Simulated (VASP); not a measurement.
Wanted: the native input for a VASP 6.6.1 run.

```yaml
Task: single point
Functional: PBEsol
Potentials_or_basis: VASP PAW PBE potentials, release 64 (Ag)
Cutoff: 520 eV
k_mesh: 20 × 20 × 20
Occupations: gaussian, width 0.15 eV
Spin: no spin polarisation
Dipole_correction: no
Further_INCAR_settings: ALGO = Fast; EDIFF = 1e-06; NBANDS = 12
```

The structure of Ag lies in POSCAR:

```
Ag
1.0
   -1.7881063200      1.7881063200      1.7218801600
    1.7881063200     -1.7881063200      1.7218801600
    1.7881063200      1.7881063200     -1.7218801600
Ag
1
Direct
    0.0000000000      0.0000000000      0.0000000000
```

This cell differs from its parent crystal: strain +0.080 along x and y, +0.040 along z.

One way to write it, as run:

INCAR

```
ALGO = Fast
EDIFF = 1E-6
ENCUT = 520
GGA = PS
ISIF = 2
ISMEAR = 0
LASPH = T
LCHARG = F
LREAL = F
LWAVE = F
NBANDS = 12
NELM = 60
PREC = Accurate
SIGMA = 0.15
```

KPOINTS

```
k-points
0
Gamma
  20 20 20
```

Potentials or basis: VASP PAW PBE potentials, release 64 (Ag).

Command:

```console
$ cat potpaw_PBE.64/Ag/POTCAR > POTCAR
$ mpirun -np 1 vasp_std > vasp.out
```

It gave:

| Item | Value |
| --- | --- |
| Pressure | -14.4 GPa |

Caveat: the cell differs from its parent crystal (strain +0.080 along x and y, +0.040 along z); the PAW data sets were made with another functional, which shifts forces and pressure a little.

It took 37 s on 1 thread of Intel(R) Xeon(R) 6975P-C (Granite Rapids), on a shared host, peak memory 0.27 GiB.
